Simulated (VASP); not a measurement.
Crystal: Cd3Mo.

```
Cd Mo
1.0
     6.31530    0.00000    0.00000
    -3.15765    5.46921    0.00000
     0.00000    0.00000    5.06900
Cd Mo
6 2
Direct
  0.83300 0.66600 0.25000
  0.16700 0.83300 0.75000
  0.33400 0.16700 0.25000
  0.16700 0.33400 0.75000
  0.83300 0.16700 0.25000
  0.66600 0.83300 0.75000
  0.33333 0.66667 0.25000
  0.66667 0.33333 0.75000
```

```yaml
Program: VASP 6.6.1
Task: relaxation of cell and atoms
Functional: PBE
Potentials_or_basis: VASP PAW PBE potentials, release 64 (Cd, Mo_sv)
Cutoff: 500 eV
k_mesh: 3 × 3 × 4
Occupations: gaussian, width 0.1 eV
Spin: no spin polarisation
```

At the start: pressure -8.7 GPa; volume 21.89 Å³/atom.

Q: Where does the relaxation end?

A: Over 5 steps the energy falls by 89.2 meV/atom and the volume is 19.41 Å³/atom (-11.3 %); space group P6_3/mmc (No. 194, to 0.1 Å) before and after.

Step by step:
| step | energy change (eV) | largest force (eV/Å) | pressure (GPa) | volume (Å³) |
| --- | --- | --- | --- | --- |
| 1 | 0.0000 | 0.5073 | -8.71 | 175.08 |
| 2 | -0.5282 | 0.1105 | 6.55 | 146.62 |
| 3 | -0.6767 | 0.2788 | 0.36 | 154.65 |
| 4 | -0.7074 | 0.1099 | 0.25 | 155.03 |
| 5 | -0.7139 | 0.0219 | 0.22 | 155.30 |

Final structure:
```
Cd Mo
1.0
     5.99524    0.00000    0.00000
    -2.99762    5.19203    0.00000
     0.00000    0.00000    4.98923
Cd Mo
6 2
Cartesian
  2.9976 3.4193 1.2473
  -1.4624 4.3057 3.7419
  1.5352 0.8864 1.2473
  0.0000 1.7727 3.7419
  4.4600 0.8864 1.2473
  1.4624 4.3057 3.7419
  0.0000 3.4614 1.2473
  2.9976 1.7307 3.7419
```

Caveat: the k points lie up to 0.40 Å⁻¹ apart in the final cell.
